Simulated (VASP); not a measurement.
# In (P6_3/mmc) in VASP: notebook

The runs below take In through single point, with r2SCAN.

Program: VASP 6.6.1. These are calculated values, not measurements. Logs are shortened: lines on timing, memory, paths and dates and some standing lists are left out, and cuts for length are marked.

### 1 The cell of the first run

The structure is hexagonal, space group P6_3/mmc (No. 194). Conventional cell: a = 3.220 Å, b = 3.220 Å, c = 5.319 Å, α = 90.00°, β = 90.00°, γ = 120.00°. Within 4.2 Å of In (site symmetry -6m2) lie 12 In at 3.22 to 3.24 Å.

This isn't the form of In at room conditions, which is tetragonal.

### 2 Single point, r2SCAN

Contents of POSCAR:

```
In
1.0
    3.2203753600      0.0000000000      0.0000000000
   -1.6101871973      2.7889271187      0.0000000000
    0.0000000000      0.0000000000      5.3190190848
In
2
Direct
    0.3333333333      0.6666666667      0.2500000000
    0.6666666667      0.3333333333      0.7500000000
```

Contents of INCAR.step1:

```
SYSTEM = In
PREC = Accurate
ENCUT = 520
ISMEAR = -1
SIGMA = 0.1
LREAL = .False.
LASPH = .True.
NELM = 80
NBANDS = 20
GGA = PE
ALGO = Normal
EDIFF = 1E-4
LWAVE = .True.
LCHARG = .False.
```

Contents of INCAR.step2:

```
SYSTEM = In
PREC = Accurate
ENCUT = 520
EDIFF = 1E-6
ISMEAR = -1
SIGMA = 0.1
LREAL = .False.
LASPH = .True.
NELM = 80
ALGO = Normal
ISIF = 2
LWAVE = .False.
LCHARG = .True.
METAGGA = R2SCAN
LMIXTAU = .True.
LELF = .True.
LVHAR = .True.
NBANDS = 20
ISTART = 1
```

Contents of KPOINTS:

```
regular mesh
0
Gamma
  8 8 4
  0 0 0
```

Potentials or basis: VASP PAW PBE potentials, release 64 (In_d).

Run with:

```sh
$ cat potpaw_PBE.64/In_d/POTCAR > POTCAR
$ cp INCAR.step1 INCAR
$ mpirun -np 1 vasp_std > vasp.out
$ cp INCAR.step2 INCAR
$ mpirun -np 1 vasp_std > vasp.out
```

OUTCAR:

```text
SYSTEM = In
   PREC = Accurate
   ENCUT = 520
   EDIFF = 1E-6
   ISMEAR = -1
   LREAL = .False.
   LASPH = .True.
   NELM = 80
   ISIF = 2
   METAGGA = R2SCAN
   ISTART = 1

 ion  position               nearest neighbor table
   1  0.333  0.667  0.250-   2 3.24   2 3.24   2 3.24   2 3.24   2 3.24   2 3.24
   2  0.667  0.333  0.750-   1 3.24   1 3.24   1 3.24   1 3.24   1 3.24   1 3.24

  LATTYP: Found a hexagonal cell.
 ALAT       =     3.2203753600
 C/A-ratio  =     1.6516767427

  Lattice vectors:

 A1 = (   3.2203753600,   0.0000000000,   0.0000000000)
 A2 = (  -1.6101871973,   2.7889271187,   0.0000000000)
 A3 = (   0.0000000000,   0.0000000000,   5.3190190848)

Analysis of symmetry for initial positions (statically):
=====================================================================
 Subroutine PRICEL returns:
 Original cell was already a primitive cell.

 Routine SETGRP: Setting up the symmetry group for a
 hexagonal supercell.

 Subroutine GETGRP returns: Found 24 space group operations
 (whereof 12 operations were pure point group operations)
 out of a pool of 24 trial point group operations.

The static configuration has the point symmetry D_3d.
 The point group associated with its full space group is D_6h.

Analysis of symmetry for dynamics (positions and initial velocities):
=====================================================================
 Subroutine PRICEL returns:
 Original cell was already a primitive cell.

 Routine SETGRP: Setting up the symmetry group for a
 hexagonal supercell.

 Subroutine GETGRP returns: Found 24 space group operations
 (whereof 12 operations were pure point group operations)
 out of a pool of 24 trial point group operations.

The dynamic configuration has the point symmetry D_3d.
 The point group associated with its full space group is D_6h.

 Subroutine INISYM returns: Found 24 space group operations
 (whereof 12 operations are pure point group operations),
 and found     1 'primitive' translations

----------------------------------------------------------------------------------------

                                     Primitive cell

[... 73 lines left out ...]
   number of dos      NEDOS =    301   number of ions     NIONS =      2
   total plane-waves  NPLWV =  23040
   dimension x,y,z NGX =    24 NGY =   24 NGZ =   40
   dimension x,y,z NGXF=    48 NGYF=   48 NGZF=   80
   ions per type =               2
   NGX,Y,Z   is equivalent  to a cutoff of  12.39, 12.39, 12.50 a.u.
   NGXF,Y,Z  is equivalent  to a cutoff of  24.78, 24.78, 25.00 a.u.
 SYSTEM =  In
   PREC   = accura    normal or accurate (medium, high low for compatibility)
   ISTART =      1    job   : 0-new  1-cont  2-samecut
   ICHARG =      0    charge: 1-file 2-atom 10-const
   ISPIN  =      1    spin polarized calculation?
   LNONCOLLINEAR =      F non collinear calculations
   LSORBIT =      F    spin-orbit coupling
   LASPH  =      T    aspherical Exc in radial PAW
   ENCUT  =  520.0 eV  38.22 Ry    6.18 a.u.   5.99  5.99  9.89*2*pi/ulx,y,z
   NELM   =     80;   NELMIN=  2; NELMDL=  0     # of ELM steps
   EDIFF  = 0.1E-05   stopping-criterion for ELM
   LREAL  =      F    real-space projection
[... 7 lines left out ...]
   TEBEG  =    0.0;   TEEND  =   0.0 temperature during run
   PSTRESS=    0.0 pullay stress
   NELECT =      26.0000    total number of electrons
   NUPDOWN=      -1.0000    fix difference up-down
   EMIN   =  10.00;   EMAX   =-10.00  energy-range for DOS
   EFERMI =   0.00;   METHOD = LEGACY
   ISMEAR =    -1;   SIGMA  =   0.10  broadening in eV -4-tet -1-fermi 0-gaus
   EFERMI_NEDOS =   21; number of points for ismear=-14 and -15
   IALGO  =     38    algorithm
   IMIX   =      4    mixing-type and parameters
     AMIX     =   0.40;   BMIX     =  1.00
     AMIX_MAG =   1.60;   BMIX_MAG =  1.00
  volume/ion in A,a.u.               =      23.89       161.19
  Fermi-wavevector in a.u.,A,eV,Ry     =   1.336619  2.525843 24.307484  1.786550
  Thomas-Fermi vector in A             =   2.465231
   LORBIT       =      0    0 simple, 1 ext, 2 COOP (PROOUT), +10 PAW based schemes
   METAGGA = R2SCAN    functional components
   LHFCALC =     F    Hartree Fock is set to
   AEXX    =    0.0000 exact exchange contribution
   IVDW    =     0    specifies the selected vdW correction
   LEPSILON=     F    determine dielectric tensor
   LRPA    =     F    only Hartree local field effects (RPA)
 non-spin polarized calculation
  energy-cutoff  :      520.00
  volume of cell :       47.77
 maximum number of plane-waves:      1300
 NGX is ok and might be reduce to    24
   NGX = 11   NGY = 11   NGZ = 19

 number of electron      26.0000003 magnetization

 Free energy of the ion-electron system (eV)
  ---------------------------------------------------
  ext. energy  EPLUGINS =         0.00000000
  ---------------------------------------------------
  free energy    TOTEN  =       -44.97267112 eV

  energy without entropy =      -44.93207154  energy(sigma->0) =      -44.95237133

 E-fermi :   8.6864     XC(G=0): -11.5845

 val. band max:        8.3848797919   @ k =   0.3750   0.2500   0.2500
 cond. band min:       8.7440268049   @ k =   0.1250   0.1250   0.2500
 fundamental gap:      0.3591470130
 Fermi energy:         8.6864128473

 k-point     1 :       0.0000    0.0000    0.0000
  band No.  band energies     occupation
      1      -6.9050      2.00000
      2      -6.7963      2.00000
      3      -6.7345      2.00000
      4      -6.7345      2.00000
      5      -6.6956      2.00000
      6      -6.6956      2.00000
[... 541 lines left out ...]
     19      18.1345      0.00000
     20      18.1345      0.00000

 [... further k-points ...]

------------------------ aborting loop because EDIFF is reached ----------------------------------------

  FORCE on cell =-STRESS in cart. coord.  units (eV):
  Direction    XX          YY          ZZ          XY          YZ          ZX
  --------------------------------------------------------------------------------------
  -------------------------------------------------------------------------------------
  Total        1.4226558      1.4226561      2.0027174      0.0000002      0.0000000      0.0000000
  in kB       47.7128343     47.7128428     67.1668591      0.0000083      0.0000000      0.0000000
  external PRESSURE =      54.1975121 kB  Pullay stress =       0.0000000 kB

 VOLUME and BASIS-vectors are now :
 -----------------------------------------------------------------------------
  energy-cutoff  :      520.00
  volume of cell :       47.77
      direct lattice vectors                 reciprocal lattice vectors
     3.220375360  0.000000000  0.000000000     0.310522808  0.179280357  0.000000000
    -1.610187197  2.788927119  0.000000000     0.000000000  0.358560822  0.000000000
     0.000000000  0.000000000  5.319019085     0.000000000  0.000000000  0.188004590

 POSITION                                       TOTAL-FORCE (eV/Angst)
 -----------------------------------------------------------------------------------
      0.00000      1.85928      1.32975        -0.000000     -0.000000      0.000000
      1.61019      0.92964      3.98926         0.000000      0.000000      0.000000
 -----------------------------------------------------------------------------------
    total drift:                               -0.000000      0.000000      0.000000

  FREE ENERGIE OF THE ION-ELECTRON SYSTEM (eV)
  ---------------------------------------------------
  free  energy   TOTEN  =       -44.9726711157 eV

  energy  without entropy=      -44.9320715374  energy(sigma->0) =      -44.95237133
```

It took 29 s on 1 thread of Intel Xeon 6975P-C (Granite Rapids), shared host; peak memory 0.17 GiB.

Results:

| Quantity | Value |
| --- | --- |
| Free energy | -44.9727 eV |
| Pressure | 5.4 GPa |
| Band gap on the k mesh | zero (bands 13 and 14 overlap by 7.21 eV) |

Levels at points of the mesh, in eV from the Fermi level:
```
           k point  band 11  band 12  band 13  band 14  band 15  band 16
(0.00, 0.00, 0.00)   -10.84    -4.79    -4.18     9.57     9.57    11.58
(0.50, 0.00, 0.00)    -5.36    -4.80     0.25     0.49     0.74     3.09
(0.00, 0.00, 0.50)    -9.28    -9.28     3.24     3.24    10.75    10.75
(0.50, 0.00, 0.50)    -3.92    -3.92    -3.16    -3.16     6.25     6.25
```

Caveat: the cell stands under pressure; the PAW data sets were made with another functional, which shifts forces and pressure a little; spin-orbit coupling is left out, which moves the levels of the heavy elements.

### 3 Single point, r2SCAN

This run uses another cell than the first one, of 24.55 Å³/atom.

Contents of POSCAR:

```
In
1.0
    3.2499217385      0.0000000000      0.0000000000
   -1.6249603821      2.8145150353      0.0000000000
    0.0000000000      0.0000000000      5.3678201510
In
2
Direct
    0.3333333333      0.6666666667      0.2500000000
    0.6666666667      0.3333333333      0.7500000000
```

Contents of INCAR.step1:

```
SYSTEM = In
ALGO = Normal
EDIFF = 1E-4
ENCUT = 520
GGA = PE
ISMEAR = -1
LASPH = .True.
LCHARG = .False.
LREAL = .False.
LWAVE = .True.
NBANDS = 20
NELM = 100
PREC = Accurate
SIGMA = 0.1
```

Contents of INCAR.step2:

```
SYSTEM = In
ALGO = Normal
EDIFF = 1E-7
ENCUT = 520
ISIF = 2
ISMEAR = -1
ISTART = 1
LASPH = .True.
LCHARG = .True.
LELF = .True.
LMIXTAU = .True.
LREAL = .False.
LVHAR = .True.
LWAVE = .False.
METAGGA = R2SCAN
NBANDS = 20
NELM = 100
PREC = Accurate
SIGMA = 0.1
```

Contents of KPOINTS:

```
k-points
0
Gamma
  8 8 4
  0 0 0
```

Potentials or basis: VASP PAW PBE potentials, release 64 (In_d).

Run with:

```sh
$ cat potpaw_PBE.64/In_d/POTCAR > POTCAR
$ cp INCAR.step1 INCAR
$ mpirun -np 1 vasp_std > vasp.out
$ cp INCAR.step2 INCAR
$ mpirun -np 1 vasp_std > vasp.out
```

OUTCAR:

```text
SYSTEM = In
   EDIFF = 1E-7
   ENCUT = 520
   ISIF = 2
   ISMEAR = -1
   ISTART = 1
   LASPH = .True.
   LREAL = .False.
   METAGGA = R2SCAN
   NELM = 100
   PREC = Accurate

 ion  position               nearest neighbor table
   1  0.333  0.667  0.250-   2 3.27   2 3.27   2 3.27   2 3.27   2 3.27   2 3.27
   2  0.667  0.333  0.750-   1 3.27   1 3.27   1 3.27   1 3.27   1 3.27   1 3.27

  LATTYP: Found a hexagonal cell.
 ALAT       =     3.2499217385
 C/A-ratio  =     1.6516767427

  Lattice vectors:

 A1 = (   3.2499217385,   0.0000000000,   0.0000000000)
 A2 = (  -1.6249603821,   2.8145150353,   0.0000000000)
 A3 = (   0.0000000000,   0.0000000000,   5.3678201510)

Analysis of symmetry for initial positions (statically):
=====================================================================
 Subroutine PRICEL returns:
 Original cell was already a primitive cell.

 Routine SETGRP: Setting up the symmetry group for a
 hexagonal supercell.

 Subroutine GETGRP returns: Found 24 space group operations
 (whereof 12 operations were pure point group operations)
 out of a pool of 24 trial point group operations.

The static configuration has the point symmetry D_3d.
 The point group associated with its full space group is D_6h.

Analysis of symmetry for dynamics (positions and initial velocities):
=====================================================================
 Subroutine PRICEL returns:
 Original cell was already a primitive cell.

 Routine SETGRP: Setting up the symmetry group for a
 hexagonal supercell.

 Subroutine GETGRP returns: Found 24 space group operations
 (whereof 12 operations were pure point group operations)
 out of a pool of 24 trial point group operations.

The dynamic configuration has the point symmetry D_3d.
 The point group associated with its full space group is D_6h.

 Subroutine INISYM returns: Found 24 space group operations
 (whereof 12 operations are pure point group operations),
 and found     1 'primitive' translations

[... 110 lines left out ...]
   EFERMI_NEDOS =   21; number of points for ismear=-14 and -15
   IALGO  =     38    algorithm
   IMIX   =      4    mixing-type and parameters
     AMIX     =   0.40;   BMIX     =  1.00
     AMIX_MAG =   1.60;   BMIX_MAG =  1.00
  volume/ion in A,a.u.               =      24.55       165.67
  Fermi-wavevector in a.u.,A,eV,Ry     =   1.324467  2.502880 23.867514  1.754213
  Thomas-Fermi vector in A             =   2.453999
   LORBIT       =      0    0 simple, 1 ext, 2 COOP (PROOUT), +10 PAW based schemes
   METAGGA = R2SCAN    functional components
   LHFCALC =     F    Hartree Fock is set to
   AEXX    =    0.0000 exact exchange contribution
   IVDW    =     0    specifies the selected vdW correction
   LEPSILON=     F    determine dielectric tensor
   LRPA    =     F    only Hartree local field effects (RPA)
 non-spin polarized calculation
  energy-cutoff  :      520.00
  volume of cell :       49.10
 maximum number of plane-waves:      1342
   NGX = 13   NGY = 13   NGZ = 19

 number of electron      26.0000019 magnetization

 Free energy of the ion-electron system (eV)
  ---------------------------------------------------
  ext. energy  EPLUGINS =         0.00000000
  ---------------------------------------------------
  free energy    TOTEN  =       -45.01158277 eV

  energy without entropy =      -44.96981370  energy(sigma->0) =      -44.99069823

 E-fermi :   8.3370     XC(G=0): -11.4322

 val. band max:        8.0544746439   @ k =   0.2500   0.2500   0.0000
 cond. band min:       8.3960898365   @ k =   0.1250   0.1250   0.2500
 fundamental gap:      0.3416151926
 Fermi energy:         8.3369617490

 k-point     1 :       0.0000    0.0000    0.0000
  band No.  band energies     occupation
      1      -7.1899      2.00000
      2      -7.0951      2.00000
      3      -7.0371      2.00000
      4      -7.0370      2.00000
      5      -7.0012      2.00000
      6      -7.0012      2.00000
[... 541 lines left out ...]
     19      17.6683      0.00000
     20      17.6683      0.00000

 [... further k-points ...]

------------------------ aborting loop because EDIFF is reached ----------------------------------------

  FORCE on cell =-STRESS in cart. coord.  units (eV):
  Direction    XX          YY          ZZ          XY          YZ          ZX
  --------------------------------------------------------------------------------------
  -------------------------------------------------------------------------------------
  Total        0.9567895      0.9567896      1.5267793      0.0000002      0.0000000      0.0000000
  in kB       31.2214114     31.2214170     49.8209975      0.0000054      0.0000000      0.0000000
  external PRESSURE =      37.4212753 kB  Pullay stress =       0.0000000 kB

 VOLUME and BASIS-vectors are now :
 -----------------------------------------------------------------------------
  energy-cutoff  :      520.00
  volume of cell :       49.10
      direct lattice vectors                 reciprocal lattice vectors
     3.249921738  0.000000000  0.000000000     0.307699717  0.177650446  0.000000000
    -1.624960382  2.814515035  0.000000000     0.000000000  0.355300998  0.000000000
     0.000000000  0.000000000  5.367820151     0.000000000  0.000000000  0.186295362

 POSITION                                       TOTAL-FORCE (eV/Angst)
 -----------------------------------------------------------------------------------
      0.00000      1.87634      1.34196        -0.000000      0.000000      0.000000
      1.62496      0.93817      4.02587         0.000000      0.000000      0.000000
 -----------------------------------------------------------------------------------
    total drift:                               -0.000000      0.000000      0.000000

  FREE ENERGIE OF THE ION-ELECTRON SYSTEM (eV)
  ---------------------------------------------------
  free  energy   TOTEN  =       -45.0115827652 eV

  energy  without entropy=      -44.9698136967  energy(sigma->0) =      -44.99069823
```

OUTCAR.step1:

```text
SYSTEM = In
   EDIFF = 1E-4
   ENCUT = 520
   GGA = PE
   ISMEAR = -1
   LASPH = .True.
   LREAL = .False.
[... 774 lines left out ...]
      0.00000      1.87634      1.34196        -0.000000      0.000000      0.000000
      1.62496      0.93817      4.02587         0.000000     -0.000000      0.000000
 -----------------------------------------------------------------------------------
    total drift:                               -0.000000      0.000000      0.000000

  FREE ENERGIE OF THE ION-ELECTRON SYSTEM (eV)
  ---------------------------------------------------
  free  energy   TOTEN  =        -4.9489364019 eV

  energy  without entropy=       -4.9044371766  energy(sigma->0) =       -4.92668679
```

OSZICAR.step1:

```text
N       E                     dE             d eps       ncg     rms          rms(c)
DAV:   1     0.214728263365E+03    0.21473E+03   -0.13200E+04  1208   0.185E+03
DAV:   2     0.109650026296E+02   -0.20376E+03   -0.19988E+03  1212   0.383E+02
DAV:   3    -0.455119455908E+01   -0.15516E+02   -0.15419E+02  1384   0.120E+02
DAV:   4    -0.499048641943E+01   -0.43929E+00   -0.43888E+00  1456   0.217E+01
DAV:   5    -0.501579932457E+01   -0.25313E-01   -0.25310E-01  1712   0.441E+00    0.392E+00
DAV:   6    -0.496137024461E+01    0.54429E-01   -0.96265E-02  1656   0.521E+00    0.173E+00
DAV:   7    -0.494986227804E+01    0.11508E-01   -0.25443E-02  1648   0.247E+00    0.431E-01
DAV:   8    -0.494892046523E+01    0.94181E-03   -0.16150E-03  1332   0.440E-01    0.539E-02
DAV:   9    -0.494893640192E+01   -0.15937E-04   -0.91022E-05   752   0.151E-01
   1 F= -.49489364E+01 E0= -.49266868E+01  d E =-.444992E-01
```

It took 52 s on 1 thread of Intel Xeon 6975P-C (Granite Rapids), shared host; peak memory 0.17 GiB.

What came out:

```
Free energy            : -45.0116 eV
Pressure               : 3.7 GPa
Band gap on the k mesh : zero (bands 13 and 14 overlap by 7.05 eV)
```

Levels at points of the mesh, in eV from the Fermi level:
```tsv
k point	band 11	band 12	band 13	band 14	band 15	band 16
(0.00, 0.00, 0.00)	-10.62	-4.76	-4.04	9.36	9.36	11.35
(0.50, 0.00, 0.00)	-5.29	-4.68	0.25	0.39	0.76	3.07
(0.00, 0.00, 0.50)	-9.09	-9.09	3.18	3.18	10.52	10.52
(0.50, 0.00, 0.50)	-3.86	-3.86	-3.09	-3.09	6.14	6.14
```

Caveat: the cell stands under pressure; the PAW data sets were made with another functional, which shifts forces and pressure a little; spin-orbit coupling is left out, which moves the levels of the heavy elements.

[end of part 1 of 2]
